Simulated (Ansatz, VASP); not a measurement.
Two plane-wave programs on Cd

The input INCAR:

```
SYSTEM = Cd
  PREC = Accurate
  ENCUT = 520
  EDIFF = 1E-7
  ISMEAR = 0
  SIGMA = 0.15
  LREAL = .False.
  LASPH = .True.
  NELM = 80
  ALGO = Fast
  ISIF = 2
  LWAVE = .False.
  LCHARG = .False.
  GGA = PE
  NBANDS = 19
```

File KPOINTS:

```
regular mesh
0
Gamma
  18 18 8
  0 0 0
```

POSCAR

```
Cd
1.0
    2.9192950579      0.0000000000      0.0000000000
   -1.4596475289      2.5281836813      0.0000000000
    0.0000000000      0.0000000000      5.6176500000
Cd
2
Direct
    0.3333333333      0.6666666667      0.2500000000
    0.6666666667      0.3333333333      0.7500000000
```

Input for Ansatz:

```yaml
crystal:
  lattice:
    - [2.9192950579, 0.0, 0.0]
    - [-1.4596475289, 2.5281836813, 0.0]
    - [0.0, 0.0, 5.61765]
  atoms:
    - { symbol: Cd, position: [0.3333333333, 0.6666666667, 0.25] }
    - { symbol: Cd, position: [0.6666666667, 0.3333333333, 0.75] }
basis:
  ecutwfc: 420
kpoints:
  mp_grid: { grid: [18, 18, 8] }
hamiltonian:
  xc: pbe
scf:
  occupations: { method: gaussian, width: 0.15 }
output:
  forces: true
  stress: true
  eigenvalues: true
  write_density: true
  write_potential: true
  elf: true
  volumetric_format: npy
```

Change from the starting cell: strain -0.0200 x Voigt [1, 1, 0, 0, 0, 0], atoms carried along.

Alike in both runs: task single point; functional PBE; k mesh 18 × 18 × 8; occupations gaussian, width 0.15 eV; no spin polarisation.

|  | VASP | Ansatz |
| --- | --- | --- |
| version | VASP 6.6.1 | Ansatz 0.2.0 |
| potentials or method | VASP PAW PBE potentials, release 64 (Cd), cutoff 520 eV | scalar-relativistic, plane waves, PAW |
| valence electrons in the cell | 24 | 40 |

|  | VASP | Ansatz | Ansatz less VASP |
| --- | --- | --- | --- |
| gap on the k mesh at the Fermi level (eV) | none | none | - |
| pressure (GPa) | 6.5 | 6.1 | -0.45 |
| traceless stress, the component that is largest in VASP (GPa) | -1.91 | -1.71 | +0.199 |

A gap of «none» marks a metal or a gap that the smearing closes. With one functional, cell and mesh, what is left measures potentials, basis and numerics. VASP's potentials hold 24 valence electrons a cell and Ansatz's 40, so a difference there can come from the potentials and not from the codes.
